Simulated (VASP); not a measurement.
Write the native input for VASP 6.6.1 that does the following.

| Item | Value |
| --- | --- |
| Task | single point |
| Functional | PBE |
| Dispersion | D3(BJ) |
| Potentials or basis | VASP PAW PBE potentials, release 64 (Si) |
| Cutoff | 500 eV |
| k mesh | 14 × 14 × 14 |
| Occupations | methfessel-paxton, width 0.25 eV |
| Spin | no spin polarisation |
| Dipole correction | no |
| Further INCAR settings | ALGO = Normal; EDIFF = 1e-06; NBANDS = 8 |

The structure of Si lies in POSCAR:

```
Si
1.0
    0.0000000000      1.6700000000      1.6700000000
    1.6700000000      0.0000000000      1.6700000000
    1.6700000000      1.6700000000      0.0000000000
Si
1
Direct
    0.0000000000      0.0000000000      0.0000000000
```

This isn't the form of Si at room conditions, which is diamond.

These files were run (other wordings do the same):

INCAR

```
SYSTEM = Si
  ALGO = Normal
  EDIFF = 1E-6
  ENCUT = 500
  GGA = PE
  GGA_COMPAT = .False.
  ISIF = 2
  ISMEAR = 1
  IVDW = 12
  LASPH = .True.
  LCHARG = .False.
  LREAL = .False.
  LWAVE = .False.
  NBANDS = 8
  NELM = 120
  PREC = Accurate
  SIGMA = 0.25
```

KPOINTS

```
k-points
0
Gamma
  14 14 14
  0 0 0
```

Potentials or basis: VASP PAW PBE potentials, release 64 (Si).

Launch:

```bash
$ cat potpaw_PBE.64/Si/POTCAR > POTCAR
$ mpirun -np 1 vasp_std > vasp.out
```

It gave:

| Quantity | Value |
| --- | --- |
| Pressure | 82.6 GPa |
| Band gap on the k mesh | zero (bands 2 and 3 overlap by 17.45 eV) |
| Dispersion energy per atom | -0.677 eV |

Caveat: the cell stands under pressure.

Run time: 3.5 s on 1 thread of Intel(R) Xeon(R) 6975P-C (Granite Rapids), on a shared host, peak memory 0.12 GiB.
